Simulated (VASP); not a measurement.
ZnS: elastic constants with PBEsol

ZnS:

```
Zn S
1.0
     0.00000    2.67823    2.67823
     2.67823    0.00000    2.67823
     2.67823    2.67823    0.00000
Zn S
1 1
Direct
  0.25000 0.25000 0.25000
  0.00000 0.00000 0.00000
```

* Program: VASP 6.6.1
* Task: elastic constants
* Functional: PBEsol
* Potentials or basis: VASP PAW PBE potentials, release 64 (Zn, S)
* Cutoff: 600 eV
* k mesh: 10 × 10 × 10
* Occupations: gaussian, width 0.01 eV
* Spin: no spin polarisation
* Dipole correction: no
* Ions in elastic constants: relaxed
* Further INCAR settings: ALGO = Normal; EDIFF = 1e-08; IBRION = 6; POTIM = 0.015; NSW = 1; ISIF = 3

The elastic constants C11, C12, C44 are 108, 66, 48 GPa, the voigt bulk modulus is 80 GPa and the highest phonon frequency at Γ, LO-TO splitting left out is 280 cm⁻¹.

Phonon frequencies in cm⁻¹ (negative: imaginary):
```tsv
q point	frequencies
(0.000, 0.000, 0.000)	0 0 0 280 280 280
```

Elastic tensor in Voigt notation (GPa, in the Cartesian axes of the cell as first typed):
```
108  66  66   0   0   0
 66 108  66   0   0   0
 66  66 108   0   0   0
  0   0   0  48   0   0
  0   0   0   0  48   0
  0   0   0   0   0  48
```

Clamped-ion elastic tensor (GPa):
```
108  66  66   0   0   0
 66 108  66   0   0   0
 66  66 108   0   0   0
  0   0   0  74   0   0
  0   0   0   0  74   0
  0   0   0   0   0  74
```

Run time: 9.6 min on 1 thread of Intel(R) Xeon(R) 6975P-C (Granite Rapids), with other jobs on the host, peak memory 0.43 GiB.

Caveat: the PAW data sets were made with another functional, which shifts forces and pressure a little.
